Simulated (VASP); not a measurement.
# Pb (Fm-3m) in VASP: a series of runs

The runs below take Pb through single point, relaxation of volume and atoms at fixed shape, with r2SCAN.

All numbers are computed with VASP 6.6.1; they aren't measurements. Logs are shortened: lines on timing, memory, paths and dates and some standing lists are left out, and cuts for length are marked.

### Step 1. The cell of the first run

The structure is cubic, space group Fm-3m (No. 225). Conventional cell: a = 4.988 Å, b = 4.988 Å, c = 4.988 Å, α = 90.00°, β = 90.00°, γ = 90.00°. Within 4.6 Å of Pb (site symmetry m-3m) lie 12 Pb at 3.53 Å.

### Step 2. Single point, r2SCAN

POSCAR

```
Pb
1.0
    3.5269060284      0.0000000000      0.0000000000
    1.7634530142      3.0543902173      0.0000000000
    1.7634530142      1.0181300724      2.8797067134
Pb
1
Direct
    0.0000000000      0.0000000000      0.0000000000
```

INCAR.step1

```
SYSTEM = Pb
PREC = Accurate
ENCUT = 520
ISMEAR = 1
SIGMA = 0.02
LREAL = .FALSE.
LASPH = .TRUE.
NELM = 80
NBANDS = 13
GGA = PE
ALGO = Normal
EDIFF = 1E-4
LWAVE = .TRUE.
LCHARG = .FALSE.
```

INCAR.step2

```
SYSTEM = Pb
PREC = Accurate
ENCUT = 520
EDIFF = 1E-7
ISMEAR = 1
SIGMA = 0.02
LREAL = .FALSE.
LASPH = .TRUE.
NELM = 80
ALGO = Normal
ISIF = 2
LWAVE = .FALSE.
LCHARG = .TRUE.
METAGGA = R2SCAN
LMIXTAU = .TRUE.
LELF = .TRUE.
LVHAR = .TRUE.
NBANDS = 13
ISTART = 1
```

KPOINTS

```
Automatic mesh
0
G
  9 9 9
  0 0 0
```

Potentials or basis: VASP PAW PBE potentials, release 64 (Pb_d).

Launch:

```
> cat potpaw_PBE.64/Pb_d/POTCAR > POTCAR
> cp INCAR.step1 INCAR
> mpirun -np 1 vasp_std > vasp.out
> cp INCAR.step2 INCAR
> mpirun -np 1 vasp_std > vasp.out
```

OUTCAR:

```text
SYSTEM = Pb
   PREC = Accurate
   ENCUT = 520
   EDIFF = 1E-7
   ISMEAR = 1
   LREAL = .FALSE.
   LASPH = .TRUE.
   NELM = 80
   ISIF = 2
   METAGGA = R2SCAN
   ISTART = 1

 ion  position               nearest neighbor table
   1  0.000  0.000  0.000-

  LATTYP: Found a face centered cubic cell.
 ALAT       =     4.9877983385

  Lattice vectors:

 A1 = (   3.5269060284,   0.0000000000,   0.0000000000)
 A2 = (   1.7634530142,   3.0543902173,   0.0000000000)
 A3 = (   1.7634530142,   1.0181300724,   2.8797067134)

Analysis of symmetry for initial positions (statically):
=====================================================================
 Subroutine PRICEL returns:
 Original cell was already a primitive cell.

 Routine SETGRP: Setting up the symmetry group for a
 face centered cubic supercell.

 Subroutine GETGRP returns: Found 48 space group operations
 (whereof 48 operations were pure point group operations)
 out of a pool of 48 trial point group operations.

The static configuration has the point symmetry O_h .

Analysis of symmetry for dynamics (positions and initial velocities):
=====================================================================
 Subroutine PRICEL returns:
 Original cell was already a primitive cell.

 Routine SETGRP: Setting up the symmetry group for a
 face centered cubic supercell.

 Subroutine GETGRP returns: Found 48 space group operations
 (whereof 48 operations were pure point group operations)
 out of a pool of 48 trial point group operations.

The dynamic configuration has the point symmetry O_h .

 Subroutine INISYM returns: Found 48 space group operations
 (whereof 48 operations are pure point group operations),
 and found     1 'primitive' translations

----------------------------------------------------------------------------------------

                                     Primitive cell

  volume of cell :      31.0218

  direct lattice vectors                    reciprocal lattice vectors
     3.526906028  0.000000000  0.000000000     0.283534631 -0.163698796 -0.115752528
     1.763453014  3.054390217  0.000000000     0.000000000  0.327397591 -0.115752528
     1.763453014  1.018130072  2.879706713     0.000000000  0.000000000  0.347257585

  length of vectors
     3.526906028  3.526906028  3.526906028     0.347257585  0.347257585  0.347257585

  position of ions in fractional coordinates (direct lattice)
     0.000000000  0.000000000  0.000000000

  ion indices of the primitive-cell ions
   primitive index   ion index
                 1           1

----------------------------------------------------------------------------------------

 KPOINTS: Automatic mesh

Automatic generation of k-mesh.
 Grid dimensions read from file:
 generate k-points for:    9    9    9

 Generating k-lattice:

  Cartesian coordinates                     Fractional coordinates (reciprocal lattice)
     0.031503848 -0.018188755 -0.012861392     0.111111111 -0.000000000  0.000000000
     0.000000000  0.036377510 -0.012861392     0.000000000  0.111111111  0.000000000
     0.000000000  0.000000000  0.038584176     0.000000000  0.000000000  0.111111111

  Length of vectors
     0.038584176  0.038584176  0.038584176

  Shift w.r.t. Gamma in fractional coordinates (k-lattice)
     0.000000000  0.000000000  0.000000000

 Subroutine IBZKPT returns following result:
 ===========================================

 Found     35 irreducible k-points:

 Following reciprocal coordinates:
            Coordinates               Weight
  0.000000  0.000000  0.000000      1.000000
  0.111111 -0.000000 -0.000000      8.000000
  0.222222  0.000000 -0.000000      8.000000
  0.333333 -0.000000 -0.000000      8.000000
  0.444444  0.000000 -0.000000      8.000000
  0.111111  0.111111 -0.000000      6.000000
[... 16 lines left out ...]
 -0.333333  0.333333  0.000000     12.000000
  0.444444  0.444444 -0.000000      6.000000
 [... further k-points ...]
   k-points           NKPTS =     35   k-points in BZ     NKDIM =     35   number of bands    NBANDS=     13
   number of dos      NEDOS =    301   number of ions     NIONS =      1
   total plane-waves  NPLWV =  21952
   dimension x,y,z NGX =    28 NGY =   28 NGZ =   28
   dimension x,y,z NGXF=    56 NGYF=   56 NGZF=   56
   ions per type =               1
   NGX,Y,Z   is equivalent  to a cutoff of  13.20, 13.20, 13.20 a.u.
   NGXF,Y,Z  is equivalent  to a cutoff of  26.40, 26.40, 26.40 a.u.
 SYSTEM =  Pb
   PREC   = accura    normal or accurate (medium, high low for compatibility)
   ISTART =      1    job   : 0-new  1-cont  2-samecut
   ICHARG =      0    charge: 1-file 2-atom 10-const
   ISPIN  =      1    spin polarized calculation?
   LNONCOLLINEAR =      F non collinear calculations
   LSORBIT =      F    spin-orbit coupling
   LASPH  =      T    aspherical Exc in radial PAW
   ENCUT  =  520.0 eV  38.22 Ry    6.18 a.u.   6.56  6.56  6.56*2*pi/ulx,y,z
   NELM   =     80;   NELMIN=  2; NELMDL=  0     # of ELM steps
   EDIFF  = 0.1E-06   stopping-criterion for ELM
   LREAL  =      F    real-space projection
   EDIFFG = 0.1E-05   stopping-criterion for IOM
   NSW    =      0    number of steps for IOM
   IBRION =     -1    ionic relax: 0-MD 1-quasi-New 2-CG
   NFREE  =      0    steps in history (QN), initial steepest desc. (CG)
   ISIF   =      2    stress and relaxation
   ISYM   =      2    0-nonsym 1-usesym 2-fastsym
   POTIM  = 0.5000    time-step for ionic-motion
   TEBEG  =    0.0;   TEEND  =   0.0 temperature during run
   PSTRESS=    0.0 pullay stress
   NELECT =      14.0000    total number of electrons
   NUPDOWN=      -1.0000    fix difference up-down
   EMIN   =  10.00;   EMAX   =-10.00  energy-range for DOS
   EFERMI =   0.00;   METHOD = LEGACY
   ISMEAR =     1;   SIGMA  =   0.02  broadening in eV -4-tet -1-fermi 0-gaus
   EFERMI_NEDOS =   21; number of points for ismear=-14 and -15
   IALGO  =     38    algorithm
   IMIX   =      4    mixing-type and parameters
     AMIX     =   0.40;   BMIX     =  1.00
     AMIX_MAG =   1.60;   BMIX_MAG =  1.00
  volume/ion in A,a.u.               =      31.02       209.35
  Fermi-wavevector in a.u.,A,eV,Ry     =   1.255727  2.372980 21.454356  1.576851
  Thomas-Fermi vector in A             =   2.389470
   LORBIT       =      0    0 simple, 1 ext, 2 COOP (PROOUT), +10 PAW based schemes
   METAGGA = R2SCAN    functional components
   LHFCALC =     F    Hartree Fock is set to
   AEXX    =    0.0000 exact exchange contribution
   IVDW    =     0    specifies the selected vdW correction
   LEPSILON=     F    determine dielectric tensor
   LRPA    =     F    only Hartree local field effects (RPA)
 non-spin polarized calculation
 Methfessel and Paxton  Order N= 1 SIGMA  =   0.02
  energy-cutoff  :      520.00
  volume of cell :       31.02
 maximum number of plane-waves:       869
 NGX is ok and might be reduce to    28
   NGX = 13   NGY = 13   NGZ = 13

 number of electron      14.0000000 magnetization

 Free energy of the ion-electron system (eV)
  ---------------------------------------------------
  ext. energy  EPLUGINS =         0.00000000
  ---------------------------------------------------
  free energy    TOTEN  =       -56.29530740 eV

  energy without entropy =      -56.29512301  energy(sigma->0) =      -56.29524594

 E-fermi :   6.8239     XC(G=0): -10.8050

 val. band max:        6.5907131522   @ k =  -0.3333   0.3333   0.1111
 cond. band min:       6.8248770739   @ k =  -0.2222   0.3333   0.1111
 fundamental gap:      0.2341639217
 Fermi energy:         6.8238910481

 k-point     1 :       0.0000    0.0000    0.0000
  band No.  band energies     occupation
      1     -10.7415      2.00000
      2     -10.7415      2.00000
      3     -10.7415      2.00000
      4     -10.6032      2.00000
      5     -10.6032      2.00000
      6      -5.1705      2.00000
      7      14.5152      0.00000
      8      14.5152      0.00000
      9      14.5152      0.00000
     10      17.3756      0.00000
     11      18.9605      0.00000
     12      19.9034      0.00000
     13      19.9034      0.00000

 k-point     2 :       0.1111   -0.0000   -0.0000
  band No.  band energies     occupation
      1     -10.7420      2.00000
      2     -10.7251      2.00000
      3     -10.7251      2.00000
      4     -10.6031      2.00000
      5     -10.6031      2.00000
      6      -4.9266      2.00000
      7      12.1512      0.00000
      8      14.2255      0.00000
      9      14.2255      0.00000
     10      16.9010      0.00000
     11      19.9345      0.00000
     12      20.4146      0.00000
     13      20.4146      0.00000

 k-point     3 :       0.2222    0.0000   -0.0000
  band No.  band energies     occupation
      1     -10.7468      2.00000
      2     -10.7058      2.00000
      3     -10.7058      2.00000
      4     -10.5799      2.00000
      5     -10.5799      2.00000
      6      -4.1976      2.00000
      7       8.6091      0.00000
      8      13.6110      0.00000
      9      13.6110      0.00000
     10      16.5124      0.00000
     11      19.5185      0.00000
     12      20.1137      0.00000
     13      20.1137      0.00000
[... 305 lines left out ...]
 k-point    23 :      -0.3333    0.3333    0.0000
  band No.  band energies     occupation
      1     -10.7954      2.00000
      2     -10.6375      2.00000
      3     -10.5913      2.00000
      4     -10.5702      2.00000
      5     -10.5051      2.00000
      6      -0.5037      2.00000
      7       5.1586      2.00000
      8       5.3759      2.00000
      9      10.7011      0.00000
     10      14.3286      0.00000
     11      21.3328      0.00000
     12      23.0442      0.00000
     13      23.0787      0.00000

 k-point    24 :       0.4444    0.4444   -0.0000
  band No.  band energies     occupation
      1     -10.8995      2.00000
      2     -10.8047      2.00000
      3     -10.4833      2.00000
      4     -10.4428      2.00000
      5     -10.4428      2.00000
      6      -0.4828      2.00000
      7       4.1640      2.00000
      8       9.1687      0.00000
      9       9.1687      0.00000
     10      12.9151      0.00000
     11      13.9717      0.00000
     12      26.1323      0.00000
     13      27.7862      0.00000

 [... further k-points ...]
[... 5 lines left out ...]
  --------------------------------------------------------------------------------------
  -------------------------------------------------------------------------------------
  Total       -0.0036310     -0.0036310     -0.0036310     -0.0000000      0.0000000      0.0000000
  in kB       -0.1875288     -0.1875288     -0.1875288     -0.0000000      0.0000000      0.0000000
  external PRESSURE =      -0.1875288 kB  Pullay stress =       0.0000000 kB

 VOLUME and BASIS-vectors are now :
 -----------------------------------------------------------------------------
  energy-cutoff  :      520.00
  volume of cell :       31.02
      direct lattice vectors                 reciprocal lattice vectors
     3.526906028  0.000000000  0.000000000     0.283534631 -0.163698796 -0.115752528
     1.763453014  3.054390217  0.000000000     0.000000000  0.327397591 -0.115752528
     1.763453014  1.018130072  2.879706713     0.000000000  0.000000000  0.347257585

 POSITION                                       TOTAL-FORCE (eV/Angst)
 -----------------------------------------------------------------------------------
      0.00000      0.00000      0.00000         0.000000     -0.000000      0.000000
 -----------------------------------------------------------------------------------
    total drift:                               -0.000000     -0.000000     -0.000000

  FREE ENERGIE OF THE ION-ELECTRON SYSTEM (eV)
  ---------------------------------------------------
  free  energy   TOTEN  =       -56.2953073987 eV

  energy  without entropy=      -56.2951230092  energy(sigma->0) =      -56.29524594
```

It took 61 s on 1 thread of AMD EPYC 9R45 (Zen 5), shared host; peak memory 0.14 GiB.

What came out:

* Free energy: -56.2953 eV
* Pressure: 0.0 GPa
* Band gap on the k mesh: zero (bands 7 and 8 overlap by 9.14 eV)

Caveat: the PAW data sets were made with another functional, which shifts forces and pressure a little; spin-orbit coupling is left out, which moves the levels of the heavy elements.

### Step 3. Relaxation of volume and atoms at fixed shape, r2SCAN

This run uses another cell than the first one, of 30.32 Å³/atom.

POSCAR

```
Pb
1.0
    3.5002070000      0.0000000000      0.0000000000
    1.7501035000      3.0312681805      0.0000000000
    1.7501035000      1.0104227268      2.8579070480
Pb
1
Direct
    0.0000000000      0.0000000000      0.0000000000
```

INCAR.step1

```
SYSTEM = Pb
ALGO = Normal
EDIFF = 1E-4
ENCUT = 600
GGA = PE
ISMEAR = 1
LASPH = .TRUE.
LCHARG = .FALSE.
LREAL = .FALSE.
LWAVE = .TRUE.
NELM = 60
PREC = Accurate
SIGMA = 0.02
```

INCAR.step2

```
SYSTEM = Pb
ALGO = Normal
EDIFF = 1E-6
EDIFFG = -0.01
ENCUT = 600
IBRION = 2
ISIF = 8
ISMEAR = 1
ISTART = 1
LASPH = .TRUE.
LCHARG = .FALSE.
LMIXTAU = .TRUE.
LREAL = .FALSE.
LWAVE = .FALSE.
METAGGA = R2SCAN
NELM = 60
NSW = 80
PREC = Accurate
SIGMA = 0.02
```

KPOINTS

```
k-points
0
G
  9 9 9
  0 0 0
```

Potentials or basis: VASP PAW PBE potentials, release 64 (Pb_d).

Launch:

```
> cat potpaw_PBE.64/Pb_d/POTCAR > POTCAR
> cp INCAR.step1 INCAR
> mpirun -np 1 vasp_std > vasp.out
> cp INCAR.step2 INCAR
> mpirun -np 1 vasp_std > vasp.out
```

OUTCAR:

```text
SYSTEM = Pb
   EDIFF = 1E-6
   EDIFFG = -0.01
   ENCUT = 600
   IBRION = 2
   ISIF = 8
   ISMEAR = 1
   ISTART = 1
   LASPH = .TRUE.
   LREAL = .FALSE.
   METAGGA = R2SCAN
   NELM = 60
   NSW = 80
   PREC = Accurate

 ion  position               nearest neighbor table
   1  0.000  0.000  0.000-

  LATTYP: Found a face centered cubic cell.
 ALAT       =     4.9500402105

  Lattice vectors:

 A1 = (   3.5002070000,   0.0000000000,   0.0000000000)
 A2 = (   1.7501035000,   3.0312681805,   0.0000000000)
 A3 = (   1.7501035000,   1.0104227268,   2.8579070480)

Analysis of symmetry for initial positions (statically):
=====================================================================
 Subroutine PRICEL returns:
 Original cell was already a primitive cell.

 Routine SETGRP: Setting up the symmetry group for a
 face centered cubic supercell.

 Subroutine GETGRP returns: Found 48 space group operations
 (whereof 48 operations were pure point group operations)
 out of a pool of 48 trial point group operations.

The static configuration has the point symmetry O_h .

Analysis of symmetry for dynamics (positions and initial velocities):
=====================================================================
[... 165 lines left out ...]
  Total        0.2215009      0.2215009      0.2215009      0.0000000     -0.0000000     -0.0000000
  in kB       11.7036120     11.7036120     11.7036120      0.0000000     -0.0000000     -0.0000000
  external PRESSURE =      11.7036120 kB  Pullay stress =       0.0000000 kB
[... 57 lines left out ...]
--------------------------------------- Ionic step        3  -------------------------------------------

 number of electron      14.0000000 magnetization

 Free energy of the ion-electron system (eV)
  ---------------------------------------------------
  ext. energy  EPLUGINS =         0.00000000
  ---------------------------------------------------
  free energy    TOTEN  =       -56.29515895 eV

  energy without entropy =      -56.29497456  energy(sigma->0) =      -56.29509749

 E-fermi :   6.8176     XC(G=0): -10.8021

 val. band max:        6.5842390071   @ k =  -0.3333   0.3333   0.1111
 cond. band min:       6.8185529972   @ k =  -0.2222   0.3333   0.1111
 fundamental gap:      0.2343139901
 Fermi energy:         6.8175669722

 k-point     1 :       0.0000    0.0000    0.0000
  band No.  band energies     occupation
      1     -10.7478      2.00000
      2     -10.7478      2.00000
      3     -10.7478      2.00000
      4     -10.6098      2.00000
      5     -10.6098      2.00000
      6      -5.1732      2.00000
      7      14.5041      0.00000
      8      14.5041      0.00000
      9      14.5041      0.00000
     10      17.3680      0.00000
     11      18.9454      0.00000
[... 309 lines left out ...]
 k-point    24 :       0.4444    0.4444    0.0000
  band No.  band energies     occupation
      1     -10.9056      2.00000
      2     -10.8110      2.00000
      3     -10.4903      2.00000
      4     -10.4499      2.00000
      5     -10.4499      2.00000
      6      -0.4895      2.00000
      7       4.1586      2.00000
      8       9.1614      0.00000
      9       9.1614      0.00000
     10      12.9069      0.00000
     11      13.9625      0.00000

 [... further k-points ...]
[... 5 lines left out ...]
  --------------------------------------------------------------------------------------
  -------------------------------------------------------------------------------------
  Total        0.0023534      0.0023534      0.0023534      0.0000000     -0.0000000      0.0000000
  in kB        0.1214742      0.1214742      0.1214742      0.0000000     -0.0000000      0.0000000
  external PRESSURE =       0.1214742 kB  Pullay stress =       0.0000000 kB
[... 16 lines left out ...]
  FREE ENERGIE OF THE ION-ELECTRON SYSTEM (eV)
  ---------------------------------------------------
  free  energy   TOTEN  =       -56.2951589517 eV

  energy  without entropy=      -56.2949745623  energy(sigma->0) =      -56.29509749

 reached required accuracy - stopping structural energy minimisation
```

OUTCAR.step1:

```text
SYSTEM = Pb
   EDIFF = 1E-4
   ENCUT = 600
   GGA = PE
   ISMEAR = 1
   LASPH = .TRUE.
[... 553 lines left out ...]
 -----------------------------------------------------------------------------------
      0.00000      0.00000      0.00000         0.000000      0.000000      0.000000
 -----------------------------------------------------------------------------------
    total drift:                               -0.000000     -0.000000     -0.000000

  FREE ENERGIE OF THE ION-ELECTRON SYSTEM (eV)
  ---------------------------------------------------
  free  energy   TOTEN  =        -3.5680885140 eV

  energy  without entropy=       -3.5679041243  energy(sigma->0) =       -3.56802705
```

OSZICAR.step1:

```text
N       E                     dE             d eps       ncg     rms          rms(c)
DAV:   1     0.107980999187E+03    0.10798E+03   -0.79473E+03   776   0.165E+03
DAV:   2     0.130800977801E+01   -0.10667E+03   -0.10440E+03   797   0.344E+02
DAV:   3    -0.345598664985E+01   -0.47640E+01   -0.47080E+01   914   0.827E+01
DAV:   4    -0.357502179070E+01   -0.11904E+00   -0.11900E+00   952   0.142E+01
DAV:   5    -0.357979420658E+01   -0.47724E-02   -0.47721E-02   978   0.251E+00    0.526E-01
DAV:   6    -0.357042559318E+01    0.93686E-02   -0.15304E-02   957   0.236E+00    0.263E-01
DAV:   7    -0.356814948396E+01    0.22761E-02   -0.67062E-03   914   0.149E+00    0.888E-02
DAV:   8    -0.356808851404E+01    0.60970E-04   -0.40529E-04   864   0.386E-01
   1 F= -.35680885E+01 E0= -.35680271E+01  d E =-.184390E-03
```

Wall time 1.8 min (1 thread of AMD EPYC 9R45 (Zen 5), shared host); peak memory 0.15 GiB.

What came out:

```
Free energy                           : -56.2952 eV
Relaxed volume                        : 31.04 Å³/atom
Relaxed cell                          : a = 3.528 Å, b = 3.528 Å, c = 3.528 Å, α = 60.00°, β = 60.00°, γ = 60.00°
Space group after relaxing (to 0.1 Å) : Fm-3m (No. 225)
Energy gained by relaxing             : 2.6 meV/atom
Ionic steps                           : 3
Pressure after relaxing               : 0.0 GPa
Band gap on the k mesh                : zero (bands 7 and 8 overlap by 9.13 eV)
```

The path:
```
step  energy change (eV)  largest force (eV/Å)  pressure (GPa)  volume (Å³)
   1              0.0000                0.0000            1.17        30.32
   2             -0.0022                0.0000           -0.40        31.31
   3             -0.0026                0.0000            0.01        31.04
```

Final structure:
```xyz
1
Lattice="3.5276 0.0000 0.0000 1.7638 3.0550 0.0000 1.7638 1.0183 2.8803" Properties=species:S:1:pos:R:3 pbc="T T T"
Pb    0.0000    0.0000    0.0000
```

Caveat: the PAW data sets were made with another functional, which shifts forces and pressure a little; spin-orbit coupling is left out, which moves the levels of the heavy elements. Zero-point motion and thermal expansion aren't in these numbers.

The gap in the log of VASP goes by the Fermi energy; the results here count the filled bands.